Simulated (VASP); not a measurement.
# W12S in VASP: single point with PBE

Aim: the single point of W12S with PBE.

All numbers are computed with VASP 6.6.1; they aren't measurements. Logs are shortened: lines on timing, memory, paths and dates and some standing lists are left out, and cuts for length are marked.

### Step 1. The cell of the first run

The cell holds a slab with vacuum, 13 atoms: a = 5.709 Å, b = 5.709 Å, c = 19.445 Å, α = 90.00°, β = 90.00°, γ = 90.00°.

### Step 2. Single point, PBE

Contents of INCAR:

```
PREC = Accurate ; ENCUT = 520
EDIFF = 1E-7 ; ISMEAR = 0
SIGMA = 0.1 ; LREAL = False
LASPH = True ; NELM = 100
ALGO = Normal ; ISIF = 2
LWAVE = False ; LCHARG = False
LDIPOL = True ; IDIPOL = 3
DIPOL = 0.5 0.5 0.322 ; GGA = PE
NBANDS = 99
```

Contents of KPOINTS:

```
regular mesh
0
Gamma
  5 5 1
```

Contents of POSCAR:

```
W12S
1.0
    5.7094426444      0.0000000000      0.0000000000
    0.0000000000      5.7094426444      0.0000000000
    0.0000000000      0.0000000000     19.4446428403
W S
12 1
Direct
    0.2500000000      0.2500000000      0.2057121868
    0.2500000000      0.7500000000      0.2057121868
    0.7500000000      0.2500000000      0.2057121868
    0.7500000000      0.7500000000      0.2057121868
    0.0000000000      0.0000000000      0.3071173005
    0.0000000000      0.5000000000      0.3071173005
    0.5000000000      0.0000000000      0.3071173005
    0.5000000000      0.5000000000      0.3071173005
    0.2500000000      0.2500000000      0.4085774630
    0.2500000000      0.7500000000      0.4085774630
    0.7500000000      0.2500000000      0.4085774630
    0.7500000000      0.7500000000      0.4085774630
    0.4166666667      0.4166666667      0.5007361854
```

Potentials or basis: VASP PAW PBE potentials, release 64 (W_sv, S).

Run with:

```console
$ cat potpaw_PBE.64/W_sv/POTCAR potpaw_PBE.64/S/POTCAR > POTCAR
$ mpirun -np 1 vasp_std > vasp.out
```

OUTCAR:

```text
PREC = Accurate
   ENCUT = 520
   EDIFF = 1E-7
   ISMEAR = 0
   LREAL = False
   LASPH = True
   NELM = 100
   ISIF = 2
   GGA = PE

 ion  position               nearest neighbor table
   1  0.250  0.250  0.206-   5 2.82   6 2.82   7 2.82   8 2.82   2 2.85   3 2.85   2 2.85   3 2.85

   2  0.250  0.750  0.206-   5 2.82   6 2.82   7 2.82   8 2.82   1 2.85   4 2.85   1 2.85   4 2.85

   3  0.750  0.250  0.206-   5 2.82   6 2.82   7 2.82   8 2.82   1 2.85   4 2.85   4 2.85   1 2.85
[... 4 lines left out ...]
                             6 2.85   7 2.85   6 2.85   7 2.85
   6  0.000  0.500  0.307-   1 2.82   2 2.82   3 2.82   4 2.82   9 2.82  10 2.82  11 2.82  12 2.82
                             5 2.85   8 2.85   5 2.85   8 2.85
   7  0.500  0.000  0.307-   1 2.82   2 2.82   3 2.82   4 2.82   9 2.82  10 2.82  11 2.82  12 2.82
                             5 2.85   8 2.85   8 2.85   5 2.85
   8  0.500  0.500  0.307-   1 2.82   2 2.82   3 2.82   4 2.82   9 2.82  10 2.82  11 2.82  12 2.82
                             6 2.85   7 2.85   7 2.85   6 2.85
   9  0.250  0.250  0.409-  13 2.24   6 2.82   7 2.82   8 2.82   5 2.82  11 2.85  10 2.85  10 2.85
                            11 2.85
  10  0.250  0.750  0.409-  13 2.78   6 2.82   7 2.82   8 2.82   5 2.82  12 2.85   9 2.85   9 2.85
                            12 2.85
  11  0.750  0.250  0.409-  13 2.78   6 2.82   7 2.82   8 2.82   5 2.82  12 2.85   9 2.85  12 2.85
                             9 2.85
  12  0.750  0.750  0.409-   5 2.82   6 2.82   7 2.82   8 2.82  10 2.85  11 2.85  11 2.85  10 2.85

  13  0.417  0.417  0.501-   9 2.24  10 2.78  11 2.78

  LATTYP: Found a simple tetragonal cell.
 ALAT       =     5.7094426444
 C/A-ratio  =     3.4056989537

  Lattice vectors:

 A1 = (   5.7094426444,   0.0000000000,   0.0000000000)
 A2 = (   0.0000000000,   5.7094426444,   0.0000000000)
 A3 = (   0.0000000000,   0.0000000000,  19.4446428403)

Analysis of symmetry for initial positions (statically):
=====================================================================
 Subroutine PRICEL returns:
 Original cell was already a primitive cell.

 Routine SETGRP: Setting up the symmetry group for a
 simple tetragonal supercell.

 Subroutine GETGRP returns: Found  2 space group operations
 (whereof  2 operations were pure point group operations)
 out of a pool of 16 trial point group operations.

The static configuration has the point symmetry C_1h.

Analysis of symmetry for dynamics (positions and initial velocities):
=====================================================================
 Subroutine PRICEL returns:
 Original cell was already a primitive cell.

 Routine SETGRP: Setting up the symmetry group for a
 simple tetragonal supercell.

 Subroutine GETGRP returns: Found  2 space group operations
 (whereof  2 operations were pure point group operations)
 out of a pool of 16 trial point group operations.

The dynamic configuration has the point symmetry C_1h.

 Subroutine INISYM returns: Found  2 space group operations
 (whereof  2 operations are pure point group operations),
 and found     1 'primitive' translations

----------------------------------------------------------------------------------------

                                     Primitive cell

  volume of cell :     633.8513

  direct lattice vectors                    reciprocal lattice vectors
     5.709442644  0.000000000  0.000000000     0.175148445  0.000000000  0.000000000
     0.000000000  5.709442644  0.000000000     0.000000000  0.175148445  0.000000000
     0.000000000  0.000000000 19.444642840     0.000000000  0.000000000  0.051428047

  length of vectors
     5.709442644  5.709442644 19.444642840     0.175148445  0.175148445  0.051428047

  position of ions in fractional coordinates (direct lattice)
     0.250000000  0.250000000  0.205712187
     0.250000000  0.750000000  0.205712187
     0.750000000  0.250000000  0.205712187
     0.750000000  0.750000000  0.205712187
     0.000000000  0.000000000  0.307117301
     0.000000000  0.500000000  0.307117301
     0.500000000  0.000000000  0.307117301
     0.500000000  0.500000000  0.307117301
     0.250000000  0.250000000  0.408577463
     0.250000000  0.750000000  0.408577463
     0.750000000  0.250000000  0.408577463
     0.750000000  0.750000000  0.408577463
[... 37 lines left out ...]
     0.000000000  0.000000000  0.000000000

 Subroutine IBZKPT returns following result:
 ===========================================

 Found      9 irreducible k-points:

 Following reciprocal coordinates:
            Coordinates               Weight
  0.000000  0.000000  0.000000      1.000000
  0.200000  0.000000  0.000000      4.000000
  0.400000  0.000000  0.000000      4.000000
  0.200000  0.200000  0.000000      2.000000
 -0.200000  0.200000  0.000000      2.000000
  0.400000  0.200000  0.000000      4.000000
 -0.200000  0.400000  0.000000      4.000000
  0.400000  0.400000  0.000000      2.000000
 -0.400000  0.400000  0.000000      2.000000
   k-points           NKPTS =      9   k-points in BZ     NKDIM =      9   number of bands    NBANDS=     99
   number of dos      NEDOS =    301   number of ions     NIONS =     13
   total plane-waves  NPLWV = 264600
   dimension x,y,z NGX =    42 NGY =   42 NGZ =  150
   dimension x,y,z NGXF=    84 NGYF=   84 NGZF=  300
   ions per type =              12   1
   NGX,Y,Z   is equivalent  to a cutoff of  12.23, 12.23, 12.82 a.u.
   NGXF,Y,Z  is equivalent  to a cutoff of  24.46, 24.46, 25.65 a.u.
 SYSTEM =  unknown system
   PREC   = accura    normal or accurate (medium, high low for compatibility)
   ISTART =      0    job   : 0-new  1-cont  2-samecut
   ICHARG =      2    charge: 1-file 2-atom 10-const
   ISPIN  =      1    spin polarized calculation?
   LNONCOLLINEAR =      F non collinear calculations
   LSORBIT =      F    spin-orbit coupling
   LASPH  =      T    aspherical Exc in radial PAW
   ENCUT  =  520.0 eV  38.22 Ry    6.18 a.u.  10.62 10.62 36.15*2*pi/ulx,y,z
   NELM   =    100;   NELMIN=  2; NELMDL= -5     # of ELM steps
   EDIFF  = 0.1E-06   stopping-criterion for ELM
   LREAL  =      F    real-space projection
   EDIFFG = 0.1E-05   stopping-criterion for IOM
   NSW    =      0    number of steps for IOM
   IBRION =     -1    ionic relax: 0-MD 1-quasi-New 2-CG
   NFREE  =      0    steps in history (QN), initial steepest desc. (CG)
   ISIF   =      2    stress and relaxation
   ISYM   =      2    0-nonsym 1-usesym 2-fastsym
   POTIM  = 0.5000    time-step for ionic-motion
   TEBEG  =    0.0;   TEEND  =   0.0 temperature during run
   PSTRESS=    0.0 pullay stress
   NELECT =     174.0000    total number of electrons
   NUPDOWN=      -1.0000    fix difference up-down
   EMIN   =  10.00;   EMAX   =-10.00  energy-range for DOS
   EFERMI =   0.00;   METHOD = LEGACY
   ISMEAR =     0;   SIGMA  =   0.10  broadening in eV -4-tet -1-fermi 0-gaus
   EFERMI_NEDOS =   21; number of points for ismear=-14 and -15
   IALGO  =     38    algorithm
   IMIX   =      4    mixing-type and parameters
     AMIX     =   0.40;   BMIX     =  1.00
     AMIX_MAG =   1.60;   BMIX_MAG =  1.00
  volume/ion in A,a.u.               =      48.76       329.03
  Fermi-wavevector in a.u.,A,eV,Ry     =   1.063969  2.010609 15.402190  1.132029
  Thomas-Fermi vector in A             =   2.199471
   LORBIT       =      0    0 simple, 1 ext, 2 COOP (PROOUT), +10 PAW based schemes
   GGA     = PE    functional components
   LHFCALC =     F    Hartree Fock is set to
   AEXX    =    0.0000 exact exchange contribution
   IVDW    =     0    specifies the selected vdW correction
   LEPSILON=     F    determine dielectric tensor
   LRPA    =     F    only Hartree local field effects (RPA)
 non-spin polarized calculation
 Gauss-broadening in eV      SIGMA  =   0.10
  energy-cutoff  :      520.00
  volume of cell :      633.85
 maximum number of plane-waves:     17090
   NGX = 21   NGY = 21   NGZ = 73

 dipolmoment           0.000000      0.000000     -0.040884 electrons x Angstroem

 number of electron     174.0000020 magnetization

 dipolmoment           0.000000      0.000000      0.059413 electrons x Angstroem

 Free energy of the ion-electron system (eV)
  ---------------------------------------------------
  ext. energy  EPLUGINS =         0.00000000
  ---------------------------------------------------
  free energy    TOTEN  =      -143.20527300 eV

  energy without entropy =     -143.09378320  energy(sigma->0) =     -143.14952810

 E-fermi :   0.4557     XC(G=0):  -5.5457

 val. band max:        0.4552137765   @ k =   0.4000   0.0000   0.0000
 cond. band min:       0.4566398080   @ k =   0.4000   0.4000   0.0000
 fundamental gap:      0.0014260315
 Fermi energy:         0.4557498757

 k-point     1 :       0.0000    0.0000    0.0000
  band No.  band energies     occupation
      1     -73.4329      2.00000
      2     -73.4018      2.00000
      3     -73.3774      2.00000
      4     -73.3637      2.00000
      5     -73.3443      2.00000
      6     -73.3225      2.00000
[... 907 lines left out ...]
     98       1.5586      0.00000
     99       1.6799      0.00000

------------------------ aborting loop because EDIFF is reached ----------------------------------------

 vacuum level on the upper side and lower side of the slab       (xc-potential included)         0.101        -0.228

  FORCE on cell =-STRESS in cart. coord.  units (eV):
  Direction    XX          YY          ZZ          XY          YZ          ZX
  --------------------------------------------------------------------------------------
  -------------------------------------------------------------------------------------
  Total      -24.7262180    -24.7262180      1.5148201      1.1022155      2.7279442      2.7279437
  in kB      -62.5001237    -62.5001237      3.8289902      2.7860550      6.8953872      6.8953861
  external PRESSURE =     -40.3904191 kB  Pullay stress =       0.0000000 kB

 VOLUME and BASIS-vectors are now :
 -----------------------------------------------------------------------------
  energy-cutoff  :      520.00
  volume of cell :      633.85
      direct lattice vectors                 reciprocal lattice vectors
     5.709442644  0.000000000  0.000000000     0.175148445  0.000000000  0.000000000
     0.000000000  5.709442644  0.000000000     0.000000000  0.175148445  0.000000000
     0.000000000  0.000000000 19.444642840     0.000000000  0.000000000  0.051428047

 POSITION                                       TOTAL-FORCE (eV/Angst)
 -----------------------------------------------------------------------------------
      1.42736      1.42736      4.00000        -0.051371     -0.051371      0.097600
      1.42736      4.28208      4.00000        -0.028540      0.013767     -0.077338
      4.28208      1.42736      4.00000         0.013767     -0.028540     -0.077338
      4.28208      4.28208      4.00000         0.036040      0.036040     -0.072744
      0.00000      0.00000      5.97179        -0.282164     -0.282164     -0.616858
      0.00000      2.85472      5.97179        -0.158767      0.196699      0.085735
      2.85472      0.00000      5.97179         0.196699     -0.158767      0.085735
      2.85472      2.85472      5.97179        -0.037381     -0.037381     -0.135314
      1.42736      1.42736      7.94464        -1.099611     -1.099611     -0.351088
      1.42736      4.28208      7.94464         0.344931     -0.049234      0.529091
      4.28208      1.42736      7.94464        -0.049234      0.344931      0.529091
      4.28208      4.28208      7.94464        -0.030450     -0.030450     -0.000932
      2.37893      2.37893      9.73664         1.146079      1.146079      0.004360
 -----------------------------------------------------------------------------------
    total drift:                                0.000053      0.000053      0.000408

  FREE ENERGIE OF THE ION-ELECTRON SYSTEM (eV)
  ---------------------------------------------------
  free  energy   TOTEN  =      -143.2052729959 eV

  energy  without entropy=     -143.0937832009  energy(sigma->0) =     -143.14952810

 vacuum level on the upper side and lower side of the slab         5.321         4.974
```

It took 24 min on 1 thread of Intel Xeon Platinum 8488C (Sapphire Rapids), shared host; peak memory 0.79 GiB.

What came out:

| Quantity | Value |
| --- | --- |
| Free energy | -143.2053 eV |
| Largest force | 1.621 eV/Å |
| Band gap on the k mesh | zero (bands 87 and 88 overlap by 0.17 eV) |

Forces on the atoms (eV/Å):
```
W   -0.051 -0.051  0.098
W   -0.029  0.014 -0.077
W    0.014 -0.029 -0.077
W    0.036  0.036 -0.073
W   -0.282 -0.282 -0.617
W   -0.159  0.197  0.086
W    0.197 -0.159  0.086
W   -0.037 -0.037 -0.135
W   -1.100 -1.100 -0.351
W    0.345 -0.049  0.529
W   -0.049  0.345  0.529
W   -0.030 -0.030 -0.001
S    1.146  1.146  0.004
```

Levels at points of the mesh, in eV from the Fermi level:
```
           k point  band 84  band 85  band 86  band 87  band 88  band 89  band 90  band 91  band 92  band 93
(0.00, 0.00, 0.00)    -0.31    -0.25    -0.21    -0.08    -0.07     0.42     0.87     0.97     1.00     1.21
```

Caveat: spin-orbit coupling is left out, which moves the levels of the heavy elements.
